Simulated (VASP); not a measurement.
**Ge: single point with PBE**

The system is Ge.

```xyz
3
Lattice="4.9309 0.0000 0.0000 -2.4655 4.2703 0.0000 0.0000 0.0000 2.7915" Properties=species:S:1:pos:R:3 pbc="T T T"
Ge    0.0000    0.0000    0.0000
Ge    0.0000    2.8469    1.3957
Ge    2.4655    1.4234    1.3957
```

This isn't the form of Ge at room conditions, which is diamond.

* Program: VASP 6.6.1
* Task: single point
* Functional: PBE
* Potentials or basis: VASP PAW PBE potentials, release 64 (Ge_d)
* Cutoff: 520 eV
* k mesh: 8 × 8 × 11
* Occupations: fermi-dirac, width 0.05 eV
* Spin: no spin polarisation
* Dipole correction: no
* Further INCAR settings: ALGO = Normal; EDIFF = 1e-06; NBANDS = 28

```
Pressure               : -0.7 GPa
Band gap on the k mesh : zero (bands 21 and 22 overlap by 4.63 eV)
```

Levels at points of the mesh, in eV from the Fermi level:
```csv
k point,band 17,band 18,band 19,band 20,band 21,band 22,band 23,band 24,band 25,band 26
"(0.00, 0.00, 0.00)",-6.85,-6.58,-3.11,-3.11,-3.03,-3.03,5.33,8.20,8.20,9.16
"(0.50, 0.00, 0.00)",-10.78,-7.83,-5.18,0.78,0.88,2.71,3.01,4.34,7.15,7.26
```

Wall time 68 s on 1 thread of AMD EPYC 9R45 96-Core Processor (Zen 5) (shared host), peak memory 0.19 GiB.
